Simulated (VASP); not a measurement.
# FeO (Wuestite) (Fm-3m) in VASP: a series of runs, part 2 of 2

VASP 6.6.1. The steps go on from the part before.

## 3. Single point, PBE, collinear spin, ferromagnetic start

Contents of INCAR:

```
ALGO = Normal
EDIFF = 1E-6
ENCUT = 520
GGA = PE
ISIF = 2
ISMEAR = 0
ISPIN = 2
LASPH = T
LCHARG = F
LMAXMIX = 4
LORBIT = 11
LREAL = F
LWAVE = F
MAGMOM = 3 0
NBANDS = 18
NELM = 150
PREC = Accurate
SIGMA = 0.019000000000000003
```

Contents of KPOINTS:

```
k-points
0
Gamma
  11 11 11
```

Contents of POSCAR:

```
FeO
1.0
    0.0000000000      2.1554000000      2.1554000000
    2.1554000000      0.0000000000      2.1554000000
    2.1554000000      2.1554000000      0.0000000000
Fe O
1 1
Direct
    0.0000000000      0.0000000000      0.0000000000
    0.5000000000      0.5000000000      0.5000000000
```

Potentials or basis: VASP PAW PBE potentials, release 64 (Fe, O).

On the command line:

```bash
cat potpaw_PBE.64/Fe/POTCAR potpaw_PBE.64/O/POTCAR > POTCAR
mpirun -np 1 vasp_std > vasp.out
```

Run time: 63 s. Hardware: 1 thread of AMD EPYC 7R13, shared host; peak memory 0.14 GiB.

Results (log left out):

* Free energy: -14.9297 eV
* Pressure: -0.2 GPa
* Band gap on the k mesh: zero (filled and empty bands overlap)
* Net moment: 4.00 μB per cell
* Site moments: Fe +3.62; O +0.30 μB
* Valence electrons inside the program's atomic spheres: Fe 6.73; O 4.99

Levels at points of the mesh, in eV from the Fermi level:
Spin up:
```tsv
k point	band 5	band 6	band 7	band 8	band 9	band 10	band 11	band 12	band 13	band 14
(0.00, 0.00, 0.00)	-3.80	-3.80	-3.80	-3.68	-3.68	0.09	15.47	17.03	17.03	17.03
```
Spin down:
```
           k point  band 1  band 2  band 3  band 4  band 5  band 6  band 7  band 8  band 9  band 10
(0.00, 0.00, 0.00)  -20.19   -3.24   -3.24   -3.24   -0.74   -0.74   -0.74    0.19    0.19     0.89
```

Caveat: a cell with one magnetic atom can't hold antiferromagnetic order, which such compounds often take; semilocal functionals often make such compounds metallic where correlation or magnetic order opens a gap, which also shifts bond lengths.

## 4. Single point, PBE, collinear spin, ferromagnetic start

Contents of INCAR:

```
SYSTEM = FeO
PREC = Accurate
ENCUT = 520
EDIFF = 1E-6
ISMEAR = 0
SIGMA = 0.020999999999999998
LREAL = .FALSE.
LASPH = .TRUE.
NELM = 150
ALGO = Normal
ISIF = 2
LWAVE = .FALSE.
LCHARG = .FALSE.
ISPIN = 2
MAGMOM = 3 0
LORBIT = 11
LMAXMIX = 4
GGA = PE
NBANDS = 18
```

Contents of KPOINTS:

```
regular mesh
0
G
  11 11 11
  0 0 0
```

POSCAR is that of step 3.

Potentials or basis: VASP PAW PBE potentials, release 64 (Fe, O).

On the command line:

```bash
cat potpaw_PBE.64/Fe/POTCAR potpaw_PBE.64/O/POTCAR > POTCAR
mpirun -np 1 vasp_std > vasp.out
```

OUTCAR:

```text
SYSTEM = FeO
   PREC = Accurate
   ENCUT = 520
   EDIFF = 1E-6
   ISMEAR = 0
   LREAL = .FALSE.
   LASPH = .TRUE.
   NELM = 150
   ISIF = 2
   ISPIN = 2
   LORBIT = 11
   GGA = PE

 ion  position               nearest neighbor table
   1  0.000  0.000  0.000-   2 2.16   2 2.16   2 2.16   2 2.16   2 2.16   2 2.16
   2  0.500  0.500  0.500-   1 2.16   1 2.16   1 2.16   1 2.16   1 2.16   1 2.16

  LATTYP: Found a face centered cubic cell.
 ALAT       =     4.3108000000

  Lattice vectors:

 A1 = (   0.0000000000,   2.1554000000,   2.1554000000)
 A2 = (   2.1554000000,   0.0000000000,   2.1554000000)
 A3 = (   2.1554000000,   2.1554000000,   0.0000000000)

Analysis of symmetry for initial positions (statically):
=====================================================================
 Subroutine PRICEL returns:
 Original cell was already a primitive cell.

 Routine SETGRP: Setting up the symmetry group for a
 face centered cubic supercell.

 Subroutine GETGRP returns: Found 48 space group operations
 (whereof 48 operations were pure point group operations)
 out of a pool of 48 trial point group operations.

[... 695 lines left out ...]
      1     -13.9876      1.00000
      2       2.9633      1.00000
      3       2.9633      1.00000
      4       2.9633      1.00000
      5       5.4658      1.00000
      6       5.4660      1.00000
[... 493 lines left out ...]
     17      33.4969      0.00000
     18      35.2270      0.00000

 [... further k-points ...]
[... 5 lines left out ...]
  --------------------------------------------------------------------------------------
  -------------------------------------------------------------------------------------
  Total       -0.0286034     -0.0286034     -0.0286034      0.0000000     -0.0000000      0.0000000
  in kB       -2.2883092     -2.2883092     -2.2883092      0.0000000     -0.0000000      0.0000000
  external PRESSURE =      -2.2883092 kB  Pullay stress =       0.0000000 kB

 VOLUME and BASIS-vectors are now :
 -----------------------------------------------------------------------------
  energy-cutoff  :      520.00
  volume of cell :       20.03
      direct lattice vectors                 reciprocal lattice vectors
     0.000000000  2.155400000  2.155400000    -0.231975503  0.231975503  0.231975503
     2.155400000  0.000000000  2.155400000     0.231975503 -0.231975503  0.231975503
     2.155400000  2.155400000  0.000000000     0.231975503  0.231975503 -0.231975503

 POSITION                                       TOTAL-FORCE (eV/Angst)
 -----------------------------------------------------------------------------------
      0.00000      0.00000      0.00000         0.000000     -0.000000     -0.000000
      2.15540      2.15540      2.15540        -0.000000      0.000000      0.000000
 -----------------------------------------------------------------------------------
    total drift:                                0.000000     -0.000000      0.000000

  FREE ENERGIE OF THE ION-ELECTRON SYSTEM (eV)
  ---------------------------------------------------
  free  energy   TOTEN  =       -14.9297572129 eV

  energy  without entropy=      -14.9292724965  energy(sigma->0) =      -14.92951485

 total charge

# of ion       s       p       d       tot
------------------------------------------
    1        0.287   0.358   6.086   6.731
    2        1.556   3.438   0.000   4.994
--------------------------------------------------
tot          1.844   3.796   6.086  11.725

 magnetization (x)

# of ion       s       p       d       tot
------------------------------------------
    1        0.027   0.021   3.571   3.619
    2        0.030   0.272   0.000   0.301
--------------------------------------------------
tot          0.057   0.293   3.571   3.920
```

OSZICAR:

```text
N       E                     dE             d eps       ncg     rms          rms(c)
DAV:   1     0.666731101070E+02    0.66673E+02   -0.67013E+03  4392   0.899E+02
DAV:   2    -0.130316719170E+02   -0.79705E+02   -0.68094E+02  4124   0.203E+02
DAV:   3    -0.173202571364E+02   -0.42886E+01   -0.42032E+01  4658   0.507E+01
DAV:   4    -0.173510013440E+02   -0.30744E-01   -0.30727E-01  4982   0.408E+00
DAV:   5    -0.173512024821E+02   -0.20114E-03   -0.20113E-03  4710   0.344E-01    0.177E+01
DAV:   6    -0.155508596407E+02    0.18003E+01   -0.14907E+01  5330   0.554E+01    0.200E+01
DAV:   7    -0.149650856238E+02    0.58577E+00   -0.28193E+00  5222   0.323E+01    0.943E+00
DAV:   8    -0.149479693107E+02    0.17116E-01   -0.15886E-01  4906   0.393E+00    0.531E+00
DAV:   9    -0.149323951565E+02    0.15574E-01   -0.60535E-02  6430   0.380E+00    0.100E+00
DAV:  10    -0.149295192204E+02    0.28759E-02   -0.16347E-02  5574   0.262E+00    0.141E-01
DAV:  11    -0.149297357041E+02   -0.21648E-03   -0.21377E-03  5088   0.414E-01    0.630E-02
DAV:  12    -0.149297396449E+02   -0.39408E-05   -0.35138E-05  5300   0.603E-02    0.413E-02
DAV:  13    -0.149297554767E+02   -0.15832E-04   -0.24629E-05  5374   0.554E-02    0.138E-02
DAV:  14    -0.149297574755E+02   -0.19988E-05   -0.27905E-06  4398   0.145E-02    0.629E-03
DAV:  15    -0.149297572129E+02    0.26262E-06   -0.33468E-07  2352   0.569E-03
   1 F= -.14929757E+02 E0= -.14929515E+02  d E =-.484716E-03  mag=     4.0000
```

stdout:

```text
POSCAR found type information on POSCAR FeO
 POSCAR found :  2 types and       2 ions
 scaLAPACK will be used
 LDA part: xc-table for (Slater+PW92), standard interpolation
 POSCAR, INCAR and KPOINTS ok, starting setup
 FFT: planning ... GRIDC
 FFT: planning ... GRID_SOFT
 FFT: planning ... GRID
 WAVECAR not read
 entering main loop
```

Wall time 82 s (1 thread of AMD EPYC 7R13, shared host); peak memory 0.14 GiB.

Results:

- Free energy: -14.9298 eV
- Pressure: -0.2 GPa
- Band gap on the k mesh: zero (filled and empty bands overlap)
- Net moment: 4.00 μB per cell
- Site moments: Fe +3.62; O +0.30 μB
- Valence electrons inside the program's atomic spheres: Fe 6.73; O 4.99

Levels at points of the mesh, in eV from the Fermi level:
Spin up:
| k point | band 7 | band 8 | band 9 | band 10 | band 11 | band 12 |
| --- | --- | --- | --- | --- | --- | --- |
| (0.00, 0.00, 0.00) | -3.80 | -3.68 | -3.68 | 0.09 | 15.47 | 17.03 |
Spin down:
```
           k point  band 3  band 4  band 5  band 6  band 7  band 8
(0.00, 0.00, 0.00)   -3.24   -3.24   -0.74   -0.74   -0.74    0.19
```

Caveat: a cell with one magnetic atom can't hold antiferromagnetic order, which such compounds often take; semilocal functionals often make such compounds metallic where correlation or magnetic order opens a gap, which also shifts bond lengths.

## 5. Summary

| smearing | gap on the mesh (eV) | pressure (GPa) | moment (μB) |
| --- | --- | --- | --- |
| gaussian 0.018 eV | none | -0.2 | 4.00 |
| gaussian 0.019 eV | none | -0.2 | 4.00 |
| gaussian 0.021 eV | none | -0.2 | 4.00 |

Alike in all rows: task single point; level PBE; potentials or basis VASP PAW PBE potentials, release 64 (Fe, O); spin collinear, ferromagnetic start; cell as given; k mesh 11 × 11 × 11; cutoff (eV) 520.

Every run on the cell as given and a fine mesh finds a metal.

Caveats: a cell with one magnetic atom can't hold antiferromagnetic order, which such compounds often take; semilocal functionals often make such compounds metallic where correlation or magnetic order opens a gap, which also shifts bond lengths.

Total energies depend on the potentials used, so only differences within one code and one set of settings carry meaning.

## 6. Against experiment

Step 2. Measured gap of FeO: 2.4 eV (optical; quoted in “W\"ustite: Electric, thermodynamic and optical properties of FeO”, 2012, arxiv:1203.1201). This calculation gives 0.00 eV (-2.40 eV). So large a miss can be the level of theory's own, or it may mean another phase, state or a wrong row. The value is that of PBE on a finite k mesh, which can miss the band edges, without temperature or zero-point motion. Semilocal functionals fall short of measured gaps as a rule. The run's magnetic order (collinear spin, ferromagnetic start) needn't be the measured crystal's.

Step 3. A measured gap of FeO is 2.4 eV (optical; quoted in “W\"ustite: Electric, thermodynamic and optical properties of FeO”, 2012, arxiv:1203.1201); the calculated 0.00 eV misses it by -2.40 eV. So large a miss can be the level of theory's own, or it may mean another phase, state or a wrong row. The value is that of PBE on a finite k mesh, which can miss the band edges, without temperature or zero-point motion. Semilocal functionals fall short of measured gaps as a rule. The run's magnetic order (collinear spin, ferromagnetic start) needn't be the measured crystal's.

Step 4. A measured gap of FeO is 2.4 eV (optical; quoted in “W\"ustite: Electric, thermodynamic and optical properties of FeO”, 2012, arxiv:1203.1201); the calculated 0.00 eV misses it by -2.40 eV. So large a miss can be the level of theory's own, or it may mean another phase, state or a wrong row. The value is that of PBE on a finite k mesh, which can miss the band edges, without temperature or zero-point motion. Semilocal functionals fall short of measured gaps as a rule. The run's magnetic order (collinear spin, ferromagnetic start) needn't be the measured crystal's.
